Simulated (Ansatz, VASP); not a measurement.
## Mo: VASP beside Ansatz

```
Mo
1.0
    -1.58042    1.58042    1.58042
     1.58042   -1.58042    1.58042
     1.58042    1.58042   -1.58042
Mo
1
Direct
  0.00000 0.00000 0.00000
```

Alike in both runs: functional PBE; k mesh 19 × 19 × 19; occupations fermi-dirac, width 0.1 eV; no spin polarisation.

Ansatz relaxed the structure, and its values are those at the end. VASP's run is a single point on that final structure, the one shown.

```csv
,VASP,Ansatz
version,VASP 6.6.1,Ansatz 0.2.0
potentials or method,"VASP PAW PBE potentials, release 64 (Mo_sv)","PAW with Ansatz's default frozen-core files, scalar-relativistic"
plane-wave cutoff (eV),520,420
valence electrons in the cell,14,14
```

|  | VASP | Ansatz | Ansatz less VASP |
| --- | --- | --- | --- |
| pressure (GPa) | 0.5 | 0.0 | -0.51 |

The functional is the same, so the differences come from potentials, cutoffs and numerics.
